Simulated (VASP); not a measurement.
# Ir (P6_3/mmc) in VASP: electric field gradients with PBEsol

Aim: the electric field gradients of Ir with PBEsol.

Everything below comes from runs of VASP 6.6.1. Logs are shortened: lines on timing, memory, paths and dates and some standing lists are left out, and cuts for length are marked.

## 1. The cell of the first run

It takes space group P6_3/mmc (No. 194, hexagonal). The conventional cell has a = 2.721 Å, b = 2.721 Å, c = 4.410 Å, α = 90.00°, β = 90.00°, γ = 120.00°. Ir (site symmetry -6m2) has 12 Ir at 2.71 to 2.72 Å within 3.6 Å.

## 2. Electric field gradients, PBEsol

Input file INCAR:

```
PREC     = Accurate       # precision mode
ENCUT    = 400            # plane-wave cutoff, eV
EDIFF    = 1E-8           # SCF threshold, eV
ISMEAR   = -1             # smearing method
SIGMA    = 0.15           # smearing width, eV
LREAL    = F              # projectors in reciprocal space
LASPH    = T              # aspherical terms in the spheres
NELM     = 120            # most SCF steps
ALGO     = Normal         # electronic algorithm
ISIF     = 2              # what is computed and relaxed
LWAVE    = F              # write WAVECAR
LCHARG   = F              # write CHGCAR
GGA      = PS             # functional
LEFG     = T            
NBANDS   = 16             # bands
GGA_COMPAT= F
```

Input file KPOINTS:

```
Automatic mesh
0
Gamma
  18 18 10
```

Input file POSCAR:

```
Ir
1.0
    2.7213187380      0.0000000000      0.0000000000
   -1.3606593690      2.3567311589      0.0000000000
    0.0000000000      0.0000000000      4.4100191876
Ir
2
Direct
    0.6666666667      0.3333333333      0.7500000000
    0.3333333333      0.6666666667      0.2500000000
```

Potentials or basis: VASP PAW PBE potentials, release 64 (Ir).

Launch:

```
$ cat potpaw_PBE.64/Ir/POTCAR > POTCAR
$ mpirun -np 1 vasp_std > vasp.out
```

OUTCAR:

```text
PREC = Accurate
   ENCUT = 400
   EDIFF = 1E-8
   ISMEAR = -1
   LREAL = F
   LASPH = T
   NELM = 120
   ISIF = 2
   GGA = PS

 ion  position               nearest neighbor table
   1  0.667  0.333  0.750-   2 2.71   2 2.71   2 2.71   2 2.71   2 2.71   2 2.71
   2  0.333  0.667  0.250-   1 2.71   1 2.71   1 2.71   1 2.71   1 2.71   1 2.71

  LATTYP: Found a hexagonal cell.
 ALAT       =     2.7213187380
 C/A-ratio  =     1.6205448947

  Lattice vectors:

 A1 = (   2.7213187380,   0.0000000000,   0.0000000000)
 A2 = (  -1.3606593690,   2.3567311589,   0.0000000000)
 A3 = (   0.0000000000,   0.0000000000,   4.4100191876)

Analysis of symmetry for initial positions (statically):
=====================================================================
 Subroutine PRICEL returns:
 Original cell was already a primitive cell.

 Routine SETGRP: Setting up the symmetry group for a
 hexagonal supercell.

 Subroutine GETGRP returns: Found 24 space group operations
 (whereof 12 operations were pure point group operations)
 out of a pool of 24 trial point group operations.

The static configuration has the point symmetry D_3d.
 The point group associated with its full space group is D_6h.

Analysis of symmetry for dynamics (positions and initial velocities):
=====================================================================
 Subroutine PRICEL returns:
 Original cell was already a primitive cell.

 Routine SETGRP: Setting up the symmetry group for a
 hexagonal supercell.

 Subroutine GETGRP returns: Found 24 space group operations
 (whereof 12 operations were pure point group operations)
 out of a pool of 24 trial point group operations.

The dynamic configuration has the point symmetry D_3d.
 The point group associated with its full space group is D_6h.

 Subroutine INISYM returns: Found 24 space group operations
 (whereof 12 operations are pure point group operations),
 and found     1 'primitive' translations

----------------------------------------------------------------------------------------

                                     Primitive cell

  volume of cell :      28.2833

  direct lattice vectors                    reciprocal lattice vectors
     2.721318738  0.000000000  0.000000000     0.367468899  0.212158268  0.000000000
[... 117 lines left out ...]
 non-spin polarized calculation
  energy-cutoff  :      400.00
  volume of cell :       28.28
 maximum number of plane-waves:       543
 NGX is ok and might be reduce to    18
   NGX =  9   NGY =  9   NGZ = 15

 number of electron      18.0000002 magnetization

 Free energy of the ion-electron system (eV)
  ---------------------------------------------------
  ext. energy  EPLUGINS =         0.00000000
  ---------------------------------------------------
  free energy    TOTEN  =       -19.57141991 eV

  energy without entropy =      -19.39876129  energy(sigma->0) =      -19.48509060

 E-fermi :  10.3684     XC(G=0): -14.1031

 val. band max:       10.3625490443   @ k =   0.3333   0.0556   0.4000
 cond. band min:      10.3731458308   @ k =   0.3333   0.2778   0.3000
 fundamental gap:      0.0105967865
 Fermi energy:        10.3684284121

 k-point     1 :       0.0000    0.0000    0.0000
  band No.  band energies     occupation
      1      -0.9418      2.00000
      2       2.1318      2.00000
      3       6.4091      2.00000
      4       6.5037      2.00000
      5       6.5037      2.00000
      6       7.1708      2.00000
[... 433 lines left out ...]
      3       3.5273      2.00000
      4       6.1015      2.00000
      5       6.2604      2.00000
      6       6.7707      2.00000
[... 8 lines left out ...]
     15      20.9703      0.00000
     16      23.6939      0.00000

 [... further k-points ...]
[... 5 lines left out ...]
  --------------------------------------------------------------------------------------
  -------------------------------------------------------------------------------------
  Total        0.1779024      0.1779024      0.1860381     -0.0000000      0.0000000      0.0000000
  in kB       10.0777231     10.0777231     10.5385896     -0.0000000      0.0000000      0.0000000
  external PRESSURE =      10.2313453 kB  Pullay stress =       0.0000000 kB

 VOLUME and BASIS-vectors are now :
 -----------------------------------------------------------------------------
  energy-cutoff  :      400.00
  volume of cell :       28.28
      direct lattice vectors                 reciprocal lattice vectors
     2.721318738  0.000000000  0.000000000     0.367468899  0.212158268  0.000000000
    -1.360659369  2.356731159  0.000000000     0.000000000  0.424316535  0.000000000
     0.000000000  0.000000000  4.410019188     0.000000000  0.000000000  0.226756383

 POSITION                                       TOTAL-FORCE (eV/Angst)
 -----------------------------------------------------------------------------------
      1.36066      0.78558      3.30751         0.000000     -0.000000      0.000000
     -0.00000      1.57115      1.10250        -0.000000      0.000000      0.000000
 -----------------------------------------------------------------------------------
    total drift:                               -0.000000      0.000000     -0.000000

  FREE ENERGIE OF THE ION-ELECTRON SYSTEM (eV)
  ---------------------------------------------------
  free  energy   TOTEN  =       -19.5714199069 eV

  energy  without entropy=      -19.3987612927  energy(sigma->0) =      -19.48509060

 Electric field gradients (V/A^2)
---------------------------------------------------------------------
 ion       V_xx      V_yy      V_zz      V_xy      V_xz      V_yz
---------------------------------------------------------------------
   1      -0.738    -0.737     1.475     0.000    -0.000     0.000
   2      -0.738    -0.737     1.475     0.000     0.000    -0.000
---------------------------------------------------------------------

 Electric field gradients after diagonalization (V/A^2)
 (convention: |V_zz| > |V_xx| > |V_yy|)
----------------------------------------------------------------------
 ion       V_xx      V_yy      V_zz     asymmetry (V_yy - V_xx)/ V_zz
----------------------------------------------------------------------
   1      -0.738    -0.737     1.475       0.000
   2      -0.738    -0.737     1.475       0.000
----------------------------------------------------------------------

           NMR quadrupolar parameters

 Cq : quadrupolar parameter    Cq=e*Q*V_zz/h
 eta: asymmetry parameters     (V_yy - V_xx)/ V_zz
 Q  : nuclear electric quadrupole moment in mb (millibarn)
----------------------------------------------------------------------
 ion       Cq(MHz)       eta       Q (mb)
----------------------------------------------------------------------
   1       0.004       0.000       1.000
   2       0.004       0.000       1.000
----------------------------------------------------------------------
```

OSZICAR:

```text
N       E                     dE             d eps       ncg     rms          rms(c)
DAV:   1     0.118829227628E+03    0.11883E+03   -0.72293E+03  7112   0.918E+02
DAV:   2    -0.177939798793E+02   -0.13662E+03   -0.12389E+03  7120   0.281E+02
DAV:   3    -0.207662429574E+02   -0.29723E+01   -0.29424E+01  9944   0.480E+01
DAV:   4    -0.207989301386E+02   -0.32687E-01   -0.32682E-01  7936   0.440E+00
DAV:   5    -0.207998400243E+02   -0.90989E-03   -0.90988E-03 10088   0.758E-01    0.230E+01
DAV:   6    -0.197757524514E+02    0.10241E+01   -0.12694E+00  8952   0.143E+01    0.931E+00
DAV:   7    -0.195852052617E+02    0.19055E+00   -0.39047E-01  9688   0.745E+00    0.214E+00
DAV:   8    -0.195775867561E+02    0.76185E-02   -0.56565E-03  7864   0.656E-01    0.132E+00
DAV:   9    -0.195714239283E+02    0.61628E-02   -0.54113E-03  9184   0.924E-01    0.289E-02
DAV:  10    -0.195714199332E+02    0.39951E-05   -0.37002E-05 10512   0.561E-02    0.233E-02
DAV:  11    -0.195714197867E+02    0.14651E-06   -0.40655E-06  9168   0.201E-02    0.298E-03
DAV:  12    -0.195714199536E+02   -0.16691E-06   -0.13387E-07 10336   0.313E-03    0.697E-04
DAV:  13    -0.195714199055E+02    0.48085E-07   -0.25553E-09  6664   0.443E-04    0.293E-04
DAV:  14    -0.195714199069E+02   -0.14090E-08   -0.35202E-10  5736   0.198E-04
   1 F= -.19571420E+02 E0= -.19485091E+02  d E =-.172659E+00
```

stdout:

```text
POSCAR found type information on POSCAR Ir
 POSCAR found :  1 types and       2 ions
 scaLAPACK will be used
 -----------------------------------------------------------------------------
|                                                                             |
|                                                                             |
|     You enforced a specific xc type in the INCAR file but a different       |
|     I HOPE YOU KNOW WHAT YOU ARE DOING!                                     |
|                                                                             |
 -----------------------------------------------------------------------------

 LDA part: xc-table for (Slater+PW92), standard interpolation
 POSCAR, INCAR and KPOINTS ok, starting setup
 FFT: planning ... GRIDC
 FFT: planning ... GRID_SOFT
 FFT: planning ... GRID
 WAVECAR not read
 entering main loop
ion   1

ion   2
```

Run time: 41 s. Hardware: 1 thread of Intel Xeon Platinum 8488C (Sapphire Rapids), shared host; peak memory 0.17 GiB.

What came out:

* Free energy: -19.5714 eV
* Pressure: 1.0 GPa
* Band gap on the k mesh: zero (band 9 reaches 11.37 eV, above the bottom of band 10 at 8.01 eV)

Levels at points of the mesh, in eV from the Fermi level:
```
           k point  band 6  band 7  band 8  band 9  band 10  band 11  band 12  band 13
(0.00, 0.00, 0.00)   -3.20   -3.20   -2.39   -2.39    -0.87     0.29     0.29     7.07
(0.50, 0.00, 0.00)   -3.51   -3.00    0.73    1.00     1.15     2.96     4.41     8.23
(0.00, 0.00, 0.50)   -3.99   -3.99   -3.99   -0.46    -0.46    -0.46    -0.46    13.61
(0.50, 0.00, 0.50)   -2.15   -1.00   -1.00    0.98     0.98     2.02     2.02     7.67
```

Electric field gradients, principal values (V/Å²):
| atom | least | middle | greatest (by size) |
| --- | --- | --- | --- |
| 1 Ir | -0.737 | -0.738 | 1.475 |
| 2 Ir | -0.737 | -0.738 | 1.475 |

Caveat: without QUAD_EFG the Cq values of the log hold for a quadrupole moment of 1 mb, not for the nuclei; the PAW data sets were made with another functional, which shifts forces and pressure a little; spin-orbit coupling is left out, which moves the levels of the heavy elements.
